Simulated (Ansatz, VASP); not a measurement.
**Au in VASP and in Ansatz**

INCAR

```
SYSTEM = Au
PREC = Accurate
ENCUT = 520
EDIFF = 1E-6
ISMEAR = 0
SIGMA = 0.15
LREAL = .False.
LASPH = .True.
NELM = 100
ALGO = Normal
ISIF = 2
LWAVE = .False.
LCHARG = .False.
GGA = PS
NBANDS = 12
```

KPOINTS

```
Automatic mesh
0
Gamma
  20 20 20
  0 0 0
```

Contents of POSCAR:

```
Au
1.0
   -1.5744055500      1.5744055500      1.6987007250
    1.5744055500     -1.5744055500      1.6987007250
    1.5744055500      1.5744055500     -1.6987007250
Au
1
Direct
    0.0000000000      0.0000000000      0.0000000000
```

Input for Ansatz:

```yaml
crystal:
  lattice:
    - [-1.57440555, 1.57440555, 1.698700725]
    - [1.57440555, -1.57440555, 1.698700725]
    - [1.57440555, 1.57440555, -1.698700725]
  atoms:
    - { symbol: Au, position: [0.0, 0.0, 0.0] }
basis:
  ecutwfc: 420
kpoints:
  mp_grid: { grid: [20, 20, 20] }
hamiltonian:
  xc: pbesol
scf:
  occupations: { method: gaussian, width: 0.15 }
output:
  forces: true
  stress: true
  eigenvalues: true
```

Change from the starting cell: strain -0.050 along x and y, +0.025 along z, atoms carried along.

Alike in both runs: task single point; functional PBEsol; k mesh 20 × 20 × 20; occupations gaussian, width 0.15 eV; no spin polarisation.

|  | VASP | Ansatz |
| --- | --- | --- |
| version | VASP 6.6.1 | Ansatz 0.2.0 |
| potentials or method | VASP PAW PBE potentials, release 64 (Au), cutoff 520 eV | scalar-relativistic, plane waves, PAW |
| valence electrons in the cell | 11 | 19 |

VASP gave:

| Item | Value |
| --- | --- |
| gap on the k mesh at the Fermi level (eV) | none |
| pressure (GPa) | 1.9 |
| traceless stress, the component that is largest in VASP (GPa) | 0.41 |

Q: What did Ansatz give for the same quantities?

A: gap on the k mesh at the Fermi level (eV): none; pressure (GPa): 2.2; traceless stress, the component that is largest in VASP (GPa): 0.40.

VASP's potentials were made for PBE, not for PBEsol. A gap of «none» marks a metal or a gap that the smearing closes. VASP's potentials hold 11 valence electrons a cell and Ansatz's 19, so a difference there can come from the potentials and not from the codes.

Neither program's run includes spin-orbit coupling.
